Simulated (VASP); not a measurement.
A run of VASP 6.6.1 is set up as follows.

POSCAR

```
Cl
1.0
    3.3491903326     -2.1262778546      0.0000000000
    3.3491903326      2.1262778546      0.0000000000
    0.0000000000      0.0000000000      8.4803501590
Cl
4
Direct
    0.8804188760      0.1195811240      0.1058368649
    0.6195811240      0.3804188760      0.6058368649
    0.1195811240      0.8804188760      0.8941631351
    0.3804188760      0.6195811240      0.3941631351
```

The input INCAR.step1:

```
PREC = Accurate
ENCUT = 520
ISMEAR = -1
SIGMA = 0.05
LREAL = F
LASPH = T
NELM = 80
NBANDS = 22
GGA = PE
ALGO = Normal
EDIFF = 1E-4
LWAVE = T
LCHARG = F
```

Contents of INCAR.step2:

```
PREC = Accurate
ENCUT = 520
EDIFF = 1E-7
ISMEAR = -1
SIGMA = 0.05
LREAL = F
LASPH = T
NELM = 80
ALGO = Normal
ISIF = 2
LWAVE = F
LCHARG = T
METAGGA = R2SCAN
LMIXTAU = T
LELF = T
LVHAR = T
NBANDS = 22
ISTART = 1
```

KPOINTS

```
regular mesh
0
Gamma
  8 8 4
```

Potentials or basis: VASP PAW PBE potentials, release 64 (Cl).

Launch:

```sh
$ cat potpaw_PBE.64/Cl/POTCAR > POTCAR
$ cp INCAR.step1 INCAR
$ mpirun -np 1 vasp_std > vasp.out
$ cp INCAR.step2 INCAR
$ mpirun -np 1 vasp_std > vasp.out
```

Question: Predict the pressure.

Answer: -2.4 GPa.

Question: What does it give for the band gap on the k mesh?

Answer: 2.41 eV.

Stress tensor (GPa, compression positive):
```
-0.34  0.00  0.00
 0.00 -1.94  0.00
 0.00  0.00 -4.92
```

Caveat: the PAW data sets were made with another functional, which shifts forces and pressure a little. A k mesh can miss the band edges.
